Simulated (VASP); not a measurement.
Ir, 2 atoms in the cell. The structure is hexagonal, space group P6_3/mmc (No. 194). Conventional cell: a = 2.705 Å, b = 2.705 Å, c = 4.386 Å, α = 90.00°, β = 90.00°, γ = 120.00°. Within 3.6 Å of Ir (site symmetry -6m2) lie 12 Ir at 2.69 to 2.71 Å. This isn't the form of Ir at room conditions, which is fcc.

- Program: VASP 6.6.1
- Task: single point
- Functional: LDA
- Potentials or basis: VASP PAW LDA potentials, release 64 (Ir)
- Cutoff: 520 eV
- k mesh: 21 × 21 × 12
- Occupations: gaussian, width 0.15 eV
- Spin: collinear spin
- Starting moments: [0.5, 0.5] μB
- Fixed moment: 1 μB
- Dipole correction: no
- Further INCAR settings: ALGO = Normal; EDIFF = 1e-06; NBANDS = 20

Potentials or basis: VASP PAW LDA potentials, release 64 (Ir).

Command:

```bash
$ cat potpaw_LDA.64/Ir/POTCAR > POTCAR
$ mpirun -np 1 vasp_std > vasp.out
```

Hardware: 1 thread of Intel(R) Xeon(R) Platinum 8259CL CPU @ 2.50GHz (Skylake/Cascade Lake) (shared host).

Q: Estimate the wall time of this run.

A: It took 5.4 min on 1 thread of Intel(R) Xeon(R) Platinum 8259CL CPU @ 2.50GHz (Skylake/Cascade Lake), on a shared host, peak memory 0.34 GiB. Counts: scf iterations 14, k points 336.
